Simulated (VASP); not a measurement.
# AlH5 (F-43m) in VASP: a series of runs, part 2 of 2

VASP 6.6.1. Earlier steps stand in the parts before.

## 4. Relaxation of cell and atoms, PBE

This run uses another cell than the first one, of 9.91 Å³/atom.

Input file INCAR:

```
ALGO = Normal
EDIFF = 1E-6
EDIFFG = -0.04
ENCUT = 600
GGA = PE
IBRION = 2
ISIF = 3
ISMEAR = 0
LASPH = T
LCHARG = F
LREAL = F
LWAVE = F
NELM = 60
NSW = 90
PREC = Accurate
SIGMA = 0.1
```

Input file KPOINTS:

```
k-points
0
Gamma
  6 6 6
```

Input file POSCAR:

```
AlH5
1.0
    0.0000000000      3.0981072900      3.0981072900
    3.0981072900      0.0000000000      3.0981072900
    3.0981072900      3.0981072900      0.0000000000
Al H
1 5
Direct
    0.0000000000      0.0000000000      0.0000000000
    0.2500000000      0.2500000000      0.2500000000
    0.1295901500      0.6234699500      0.6234699500
    0.6234699500      0.6234699500      0.6234699500
    0.6234699500      0.6234699500      0.1295901500
    0.6234699500      0.1295901500      0.6234699500
```

Potentials or basis: VASP PAW PBE potentials, release 64 (Al, H).

The run is started by

```bash
> cat potpaw_PBE.64/Al/POTCAR potpaw_PBE.64/H/POTCAR > POTCAR
> mpirun -np 1 vasp_std > vasp.out
```

OUTCAR:

```text
EDIFF = 1E-6
   EDIFFG = -0.04
   ENCUT = 600
   GGA = PE
   IBRION = 2
   ISIF = 3
   ISMEAR = 0
   LASPH = T
   LREAL = F
   NELM = 60
   NSW = 90
   PREC = Accurate

 ion  position               nearest neighbor table
   1  0.000  0.000  0.000-
   2  0.250  0.250  0.250-
   3  0.130  0.623  0.623-
   4  0.623  0.623  0.623-
   5  0.623  0.623  0.130-
   6  0.623  0.130  0.623-

  LATTYP: Found a face centered cubic cell.
 ALAT       =     6.1962145800

  Lattice vectors:

 A1 = (   0.0000000000,   3.0981072900,   3.0981072900)
 A2 = (   3.0981072900,   0.0000000000,   3.0981072900)
 A3 = (   3.0981072900,   3.0981072900,   0.0000000000)

Analysis of symmetry for initial positions (statically):
=====================================================================
 Subroutine PRICEL returns:
 Original cell was already a primitive cell.

 Routine SETGRP: Setting up the symmetry group for a
 face centered cubic supercell.

 Subroutine GETGRP returns: Found 24 space group operations
 (whereof 24 operations were pure point group operations)
 out of a pool of 48 trial point group operations.

The static configuration has the point symmetry T_d .

Analysis of symmetry for dynamics (positions and initial velocities):
=====================================================================
 Subroutine PRICEL returns:
 Original cell was already a primitive cell.

 Routine SETGRP: Setting up the symmetry group for a
 face centered cubic supercell.

 Subroutine GETGRP returns: Found 24 space group operations
 (whereof 24 operations were pure point group operations)
 out of a pool of 48 trial point group operations.

The dynamic configuration has the point symmetry T_d .

 Subroutine INISYM returns: Found 24 space group operations
 (whereof 24 operations are pure point group operations),
 and found     1 'primitive' translations

----------------------------------------------------------------------------------------

                                     Primitive cell

  volume of cell :      59.4729

  direct lattice vectors                    reciprocal lattice vectors
     0.000000000  3.098107290  3.098107290    -0.161388859  0.161388859  0.161388859
     3.098107290  0.000000000  3.098107290     0.161388859 -0.161388859  0.161388859
     3.098107290  3.098107290  0.000000000     0.161388859  0.161388859 -0.161388859

  length of vectors
     4.381385347  4.381385347  4.381385347     0.279533703  0.279533703  0.279533703

  position of ions in fractional coordinates (direct lattice)
     0.000000000  0.000000000  0.000000000
     0.250000000  0.250000000  0.250000000
     0.129590150  0.623469950  0.623469950
     0.623469950  0.623469950  0.623469950
     0.623469950  0.623469950  0.129590150
     0.623469950  0.129590150  0.623469950

  ion indices of the primitive-cell ions
   primitive index   ion index
                 1           1
                 2           2
                 3           3
                 4           4
                 5           5
                 6           6

----------------------------------------------------------------------------------------

 KPOINTS: k-points
[... 28 lines left out ...]
  0.500000  0.000000  0.000000      4.000000
  0.166667  0.166667  0.000000      6.000000
  0.333333  0.166667  0.000000     24.000000
[... 8 lines left out ...]
 -0.333333  0.333333  0.166667     24.000000
 -0.333333  0.500000  0.166667     12.000000
   k-points           NKPTS =     16   k-points in BZ     NKDIM =     16   number of bands    NBANDS=      8
   number of dos      NEDOS =    301   number of ions     NIONS =      6
   total plane-waves  NPLWV =  46656
   dimension x,y,z NGX =    36 NGY =   36 NGZ =   36
   dimension x,y,z NGXF=    72 NGYF=   72 NGZF=   72
   ions per type =               1   5
   NGX,Y,Z   is equivalent  to a cutoff of  13.66, 13.66, 13.66 a.u.
   NGXF,Y,Z  is equivalent  to a cutoff of  27.32, 27.32, 27.32 a.u.
 SYSTEM =  unknown system
   PREC   = accura    normal or accurate (medium, high low for compatibility)
   ISTART =      0    job   : 0-new  1-cont  2-samecut
   ICHARG =      2    charge: 1-file 2-atom 10-const
   ISPIN  =      1    spin polarized calculation?
   LNONCOLLINEAR =      F non collinear calculations
   LSORBIT =      F    spin-orbit coupling
   LASPH  =      T    aspherical Exc in radial PAW
   ENCUT  =  600.0 eV  44.10 Ry    6.64 a.u.   8.75  8.75  8.75*2*pi/ulx,y,z
   NELM   =     60;   NELMIN=  2; NELMDL= -5     # of ELM steps
   EDIFF  = 0.1E-05   stopping-criterion for ELM
   LREAL  =      F    real-space projection
   EDIFFG = -.4E-01   stopping-criterion for IOM
   NSW    =     90    number of steps for IOM
   IBRION =      2    ionic relax: 0-MD 1-quasi-New 2-CG
   NFREE  =      1    steps in history (QN), initial steepest desc. (CG)
   ISIF   =      3    stress and relaxation
   ISYM   =      2    0-nonsym 1-usesym 2-fastsym
   POTIM  = 0.5000    time-step for ionic-motion
   TEBEG  =    0.0;   TEEND  =   0.0 temperature during run
   PSTRESS=    0.0 pullay stress
   NELECT =       8.0000    total number of electrons
   NUPDOWN=      -1.0000    fix difference up-down
   EMIN   =  10.00;   EMAX   =-10.00  energy-range for DOS
   EFERMI =   0.00;   METHOD = LEGACY
   ISMEAR =     0;   SIGMA  =   0.10  broadening in eV -4-tet -1-fermi 0-gaus
   EFERMI_NEDOS =   21; number of points for ismear=-14 and -15
   IALGO  =     38    algorithm
   IMIX   =      4    mixing-type and parameters
     AMIX     =   0.40;   BMIX     =  1.00
     AMIX_MAG =   1.60;   BMIX_MAG =  1.00
  volume/ion in A,a.u.               =       9.91        66.89
  Fermi-wavevector in a.u.,A,eV,Ry     =   0.838813  1.585126  9.573153  0.703607
  Thomas-Fermi vector in A             =   1.952929
   LORBIT       =      0    0 simple, 1 ext, 2 COOP (PROOUT), +10 PAW based schemes
   GGA     = PE    functional components
   LHFCALC =     F    Hartree Fock is set to
   AEXX    =    0.0000 exact exchange contribution
   IVDW    =     0    specifies the selected vdW correction
   LEPSILON=     F    determine dielectric tensor
   LRPA    =     F    only Hartree local field effects (RPA)
 conjugate gradient relaxation of ions
 non-spin polarized calculation
 Gauss-broadening in eV      SIGMA  =   0.10
  energy-cutoff  :      600.00
  volume of cell :       59.47
 maximum number of plane-waves:      2012
   NGX = 17   NGY = 17   NGZ = 17

--------------------------------------- Ionic step        1  -------------------------------------------

 number of electron       8.0000000 magnetization

 Free energy of the ion-electron system (eV)
  ---------------------------------------------------
  ext. energy  EPLUGINS =         0.00000000
  ---------------------------------------------------
  free energy    TOTEN  =       -12.49825391 eV

  energy without entropy =      -12.48739814  energy(sigma->0) =      -12.49282603

------------------------ aborting loop because EDIFF is reached ----------------------------------------

  FORCE on cell =-STRESS in cart. coord.  units (eV):
  Direction    XX          YY          ZZ          XY          YZ          ZX
  --------------------------------------------------------------------------------------
  -------------------------------------------------------------------------------------
  Total       -6.9978588     -6.9978588     -6.9978588      0.0000000      0.0000000      0.0000000
  in kB     -188.5195516   -188.5195516   -188.5195516      0.0000000      0.0000000      0.0000000
  external PRESSURE =    -188.5195516 kB  Pullay stress =       0.0000000 kB
[... 27 lines left out ...]
--------------------------------------- Ionic step        2  -------------------------------------------

 number of electron       8.0000000 magnetization

 E-fermi :   1.3155     XC(G=0):  -8.9911

 val. band max:        1.2670529765   @ k =   0.1667   0.1667   0.0000
 cond. band min:       1.3577186963   @ k =   0.3333   0.1667   0.0000
 fundamental gap:      0.0906657198
 Fermi energy:         1.3154946073

 k-point     1 :       0.0000    0.0000    0.0000
  band No.  band energies     occupation
      1      -8.0889      2.00000
      2       1.5949      0.00008
      3       2.1043      0.00000
      4       2.1043      0.00000
      5       2.1043      0.00000
      6       5.2548      0.00000
      7       5.8876      0.00000
      8       5.8876      0.00000
[... 442 lines left out ...]
--------------------------------------- Ionic step        9  -------------------------------------------

 number of electron       8.0000000 magnetization

 Free energy of the ion-electron system (eV)
  ---------------------------------------------------
  ext. energy  EPLUGINS =         0.00000000
  ---------------------------------------------------
  free energy    TOTEN  =       -15.46320463 eV

  energy without entropy =      -15.45044280  energy(sigma->0) =      -15.45682372

 E-fermi :   5.4536     XC(G=0): -10.7195

 val. band max:        5.4323884649   @ k =  -0.3333   0.1667   0.0000
 cond. band min:       5.4695410352   @ k =   0.5000   0.1667   0.0000
 fundamental gap:      0.0371525702
 Fermi energy:         5.4535916059

 k-point     1 :       0.0000    0.0000    0.0000
  band No.  band energies     occupation
      1      -8.4335      2.00000
      2       5.8214      0.00000
      3       6.5538      0.00000
      4       6.5538      0.00000
      5       6.5538      0.00000
      6      11.2487      0.00000
      7      11.2487      0.00000
      8      11.2487      0.00000
[... 196 lines left out ...]
  FREE ENERGIE OF THE ION-ELECTRON SYSTEM (eV)
  ---------------------------------------------------
  free  energy   TOTEN  =       -15.4632046326 eV

  energy  without entropy=      -15.4504427977  energy(sigma->0) =      -15.45682372

 reached required accuracy - stopping structural energy minimisation
```

CONTCAR:

```text
AlH5
   1.00000000000000
    -0.0000000000000000    2.4715513231590367    2.4715513231590367
     2.4715513231590367   -0.0000000000000000    2.4715513231590367
     2.4715513231590367    2.4715513231590367    0.0000000000000000
  Al              H
     1     5
Direct
     0.0000000000000000    0.0000000000000000    0.0000000000000000
     0.2500000000000000    0.2500000000000000    0.2500000000000000
     0.1383147000399824    0.6205617666533392    0.6205617666533392
     0.6205617666533392    0.6205617666533392    0.6205617666533392
     0.6205617666533392    0.6205617666533392    0.1383147000399824
     0.6205617666533392    0.1383147000399824    0.6205617666533392

  0.00000000E+00  0.00000000E+00  0.00000000E+00
  0.00000000E+00  0.00000000E+00  0.00000000E+00
  0.00000000E+00  0.00000000E+00  0.00000000E+00
  0.00000000E+00  0.00000000E+00  0.00000000E+00
  0.00000000E+00  0.00000000E+00  0.00000000E+00
  0.00000000E+00  0.00000000E+00  0.00000000E+00
```

Run time: 2.3 min. Hardware: 1 thread of Intel Xeon 8259CL, shared host; peak memory 0.21 GiB.

What came out:

| Property | Result |
| --- | --- |
| Free energy | -15.4632 eV |
| Relaxed volume | 5.03 Å³/atom |
| Relaxed cell | a = 3.495 Å, b = 3.495 Å, c = 3.495 Å, α = 60.00°, β = 60.00°, γ = 60.00° |
| Space group after relaxing (to 0.1 Å) | F-43m (No. 216) |
| Energy gained by relaxing | 494.2 meV/atom |
| Ionic steps | 9 |
| Pressure after relaxing | -0.4 GPa |
| Largest force after relaxing | 0.026 eV/Å |
| Band gap on the k mesh | zero (bands 4 and 5 overlap by 3.35 eV) |

Forces in eV/Å, atoms in the order of the input:
```
Al   0.000  0.000  0.000
H    0.000  0.000  0.000
H   -0.015  0.015  0.015
H   -0.015 -0.015 -0.015
H    0.015  0.015 -0.015
H    0.015 -0.015  0.015
```

Step by step:
| step | energy change (eV) | largest force (eV/Å) | pressure (GPa) | volume (Å³) |
| --- | --- | --- | --- | --- |
| 1 | 0.0000 | 0.0022 | -18.85 | 59.47 |
| 2 | -1.1502 | 0.0113 | -19.67 | 49.99 |
| 3 | -2.8923 | 0.1158 | 9.29 | 27.68 |
| 4 | -2.9378 | 0.0850 | -4.30 | 31.60 |
| 5 | -2.9583 | 0.1020 | -0.28 | 30.20 |
| 6 | -2.9570 | 0.1052 | 1.20 | 29.74 |
| 7 | -2.9611 | 0.0836 | 0.37 | 29.99 |
| 8 | -2.9635 | 0.0466 | -0.78 | 30.33 |
| 9 | -2.9650 | 0.0257 | -0.39 | 30.20 |

Final structure:
```cif
data_structure
_symmetry_space_group_name_H-M 'P 1'
_symmetry_Int_Tables_number 1
_cell_length_a 3.4953
_cell_length_b 3.4953
_cell_length_c 3.4953
_cell_angle_alpha 60.000
_cell_angle_beta 60.000
_cell_angle_gamma 60.000
_cell_volume 30.20
loop_
_atom_site_label
_atom_site_type_symbol
_atom_site_fract_x
_atom_site_fract_y
_atom_site_fract_z
_atom_site_occupancy
Al1 Al 0.00000 0.00000 0.00000 1
H1 H 0.25000 0.25000 0.25000 1
H2 H 0.13831 0.62056 0.62056 1
H3 H 0.62056 0.62056 0.62056 1
H4 H 0.62056 0.62056 0.13831 1
H5 H 0.62056 0.13831 0.62056 1
```

Levels at points of the mesh, in eV from the Fermi level:
| k point | band 1 | band 2 | band 3 | band 4 | band 5 | band 6 | band 7 | band 8 |
| --- | --- | --- | --- | --- | --- | --- | --- | --- |
| (0.00, 0.00, 0.00) | -13.89 | 0.37 | 1.10 | 1.10 | 1.10 | 5.80 | 5.80 | 5.80 |
| (0.50, 0.00, 0.00) | -10.10 | -8.84 | 0.15 | 0.18 | 0.18 | 4.12 | 4.33 | 4.33 |
| (0.50, 0.50, 0.00) | -8.41 | -7.95 | -3.32 | -2.25 | -2.25 | -0.22 | 11.12 | 11.12 |

Caveat: the volume moved by over 15 % at a fixed basis, so the end points are rough.

## 5. Single point, PBE

This run uses another cell than the first one, of 4.99 Å³/atom.

Input file INCAR:

```
PREC = Accurate
ENCUT = 520
EDIFF = 1E-7
ISMEAR = 0
SIGMA = 0.1
LREAL = False
LASPH = True
NELM = 80
ALGO = Normal
ISIF = 2
LWAVE = False
LCHARG = False
GGA = PE
NBANDS = 13
```

Input file KPOINTS:

```
regular mesh
0
Gamma
  14 14 14
```

Input file POSCAR:

```
AlH5
1.0
    0.0000000000      2.4651537077      2.4651537077
    2.4651537077      0.0000000000      2.4651537077
    2.4651537077      2.4651537077      0.0000000000
Al H
1 5
Direct
    0.0000000000      0.0000000000      0.0000000000
    0.7500000000      0.7500000000      0.7500000000
    0.3790556101      0.3790556101      0.8628331698
    0.3790556101      0.8628331698      0.3790556101
    0.3790556101      0.3790556101      0.3790556101
    0.8628331698      0.3790556101      0.3790556101
```

The run is started by

```bash
> cat potpaw_PBE.64/Al/POTCAR potpaw_PBE.64/H/POTCAR > POTCAR
> mpirun -np 1 vasp_std > vasp.out
```

Wall time 88 s (1 thread of Intel Xeon 8259CL, shared host); peak memory 0.17 GiB.

It converged, with:

```
Free energy            : -15.5135 eV
Pressure               : -0.3 GPa
Largest force          : 0.003 eV/Å
Band gap on the k mesh : zero (bands 4 and 5 overlap by 3.36 eV)
```

Forces on the atoms (eV/Å):
```
Al   0.000  0.000  0.000
H    0.000  0.000  0.000
H   -0.002 -0.002  0.002
H   -0.002  0.002 -0.002
H    0.002  0.002  0.002
H    0.002 -0.002 -0.002
```

Levels at points of the mesh, in eV from the Fermi level:
```csv
k point,band 2,band 3,band 4,band 5,band 6,band 7
"(0.00, 0.00, 0.00)",0.49,1.16,1.16,1.16,5.87,5.87
"(0.50, 0.00, 0.00)",-8.81,0.23,0.23,0.27,4.21,4.42
"(0.50, 0.50, 0.00)",-7.91,-3.25,-2.20,-2.20,-0.13,11.25
```

## 6. Relaxation of cell and atoms, PBE

Input file INCAR:

```
SYSTEM = AlH5
PREC = Accurate ; ENCUT = 600
EDIFF = 1E-7 ; ISMEAR = 0
SIGMA = 0.1 ; LREAL = .False.
LASPH = .True. ; NELM = 100
ALGO = Normal ; ISIF = 3
LWAVE = .False. ; LCHARG = .False.
GGA = PE ; IBRION = 2
NSW = 100 ; EDIFFG = -0.01
```

Input file KPOINTS:

```
regular mesh
0
Gamma
  14 14 14
  0 0 0
```

Input file POSCAR:

```
AlH5
1.0
    0.0000000000      2.4700050849      2.4700050849
    2.4700050849      0.0000000000      2.4700050849
    2.4700050849      2.4700050849      0.0000000000
Al H
1 5
Direct
    0.0000000000      0.0000000000      0.0000000000
    0.7500000000      0.7500000000      0.7500000000
    0.3806254856      0.3806254856      0.8581235432
    0.3806254856      0.8581235432      0.3806254856
    0.3806254856      0.3806254856      0.3806254856
    0.8581235432      0.3806254856      0.3806254856
```

Potentials or basis: VASP PAW PBE potentials, release 64 (Al, H).

The run is started by

```bash
> cat potpaw_PBE.64/Al/POTCAR potpaw_PBE.64/H/POTCAR > POTCAR
> mpirun -np 1 vasp_std > vasp.out
```

Run time: 2.6 min. Hardware: 1 thread of Intel Xeon 8259CL, shared host; peak memory 0.17 GiB.

Results (log left out):

- Free energy: -15.5151 eV
- Relaxed volume: 4.99 Å³/atom
- Relaxed cell: a = 3.485 Å, b = 3.485 Å, c = 3.485 Å, α = 60.00°, β = 60.00°, γ = 60.00°
- Space group after relaxing (to 0.1 Å): F-43m (No. 216)
- Energy gained by relaxing: 0.2 meV/atom
- Ionic steps: 5
- Pressure after relaxing: 0.0 GPa
- Band gap on the k mesh: zero (bands 4 and 5 overlap by 3.37 eV)

Forces in eV/Å, atoms in the order of the input:
```
Al   0.000  0.000  0.000
H    0.000  0.000  0.000
H    0.001  0.001 -0.001
H    0.001 -0.001  0.001
H   -0.001 -0.001 -0.001
H   -0.001  0.001  0.001
```

The path:
```
step  energy change (eV)  largest force (eV/Å)  pressure (GPa)  volume (Å³)
   1              0.0000                0.0304           -0.68        30.14
   2             -0.0005                0.0270           -0.37        30.05
   3             -0.0008                0.0203            0.21        29.87
   4             -0.0010                0.0159            0.17        29.88
   5             -0.0012                0.0024            0.05        29.92
```

Final structure:
```xyz
6
Lattice="0.0000 2.4640 2.4640 2.4640 0.0000 2.4640 2.4640 2.4640 0.0000" Properties=species:S:1:pos:R:3 pbc="T T T"
Al    0.0000    0.0000    0.0000
H     3.6961    3.6961    3.6961
H     3.0589    3.0589    1.8692
H     3.0589    1.8692    3.0589
H     1.8692    1.8692    1.8692
H     1.8692    3.0589    3.0589
```

Levels at points of the mesh, in eV from the Fermi level:
```tsv
k point	band 1	band 2	band 3	band 4	band 5	band 6	band 7	band 8
(0.00, 0.00, 0.00)	-13.91	0.50	1.16	1.16	1.16	5.88	5.88	5.88
(0.50, 0.00, 0.00)	-10.10	-8.82	0.23	0.23	0.26	4.22	4.42	4.42
(0.50, 0.50, 0.00)	-8.41	-7.94	-3.25	-2.21	-2.21	-0.13	11.26	11.26
```

## 7. Summary

| task | cell | k mesh | cutoff (eV) | gap on the mesh (eV) | pressure (GPa) | relaxed volume (Å³/atom) |
| --- | --- | --- | --- | --- | --- | --- |
| single point | a = 3.493 Å, angles 60.0°, 6 atoms, atomic positions A | 6 × 6 × 6 | 520 | none | -0.5 | - |
| single point | a = 4.381 Å, angles 60.0°, 6 atoms, atomic positions B | 6 × 6 × 6 | 520 | none | -18.9 | - |
| relaxation of cell and atoms | relaxed from a = 4.381 Å, angles 60.0°, 6 atoms, atomic positions B | 6 × 6 × 6 | 600 | none | -0.4 | 5.03 |
| single point | a = 3.486 Å, angles 60.0°, 6 atoms, atomic positions C | 14 × 14 × 14 | 520 | none | -0.3 | - |
| relaxation of cell and atoms | relaxed from a = 3.493 Å, angles 60.0°, 6 atoms, atomic positions A | 14 × 14 × 14 | 600 | none | 0.0 | 4.99 |

Alike in all rows: level PBE; potentials or basis VASP PAW PBE potentials, release 64 (Al, H); no spin polarisation; smearing gaussian 0.1 eV.

Caveats: some runs use coarse meshes; the cell stands under tension (at least some runs); the volume moved by over 15 % at a fixed basis, so the end points are rough (at least some runs).

Total energies depend on the potentials used, so only differences within one code and one set of settings carry meaning.

The gap in the log of VASP goes by the Fermi energy; the results here count the filled bands.